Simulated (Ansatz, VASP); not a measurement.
**PbF2: VASP beside Ansatz**

```
CELL_PARAMETERS angstrom
0.00000 2.96366 2.96366
2.96366 0.00000 2.96366
2.96366 2.96366 0.00000
ATOMIC_POSITIONS crystal
Pb 0.00000 0.00000 0.00000
F 0.75000 0.75000 0.75000
F 0.25000 0.25000 0.25000
```

Alike in both runs: task relaxation of cell and atoms; functional PBEsol; k mesh 8 × 8 × 8; occupations fermi-dirac, width 0.05 eV; no spin polarisation.

```csv
,VASP,Ansatz
version,VASP 6.6.1,Ansatz 0.2.0
potentials or method,"VASP PAW PBE potentials, release 64 (Pb_d, F), cutoff 600 eV","all-electron LAPW, scalar-relativistic"
```

```tsv
	VASP	Ansatz	Ansatz less VASP
relaxed volume (Å³/atom)	17.05	17.11	+0.061
relaxed length of the cell vector where the two differ most in proportion (Å)	4.167	4.172	+0.0049
```

VASP's potentials were made for PBE, not for PBEsol. Ansatz ran all-electron here, and VASP with PAW potentials.

Spin-orbit coupling is off throughout.
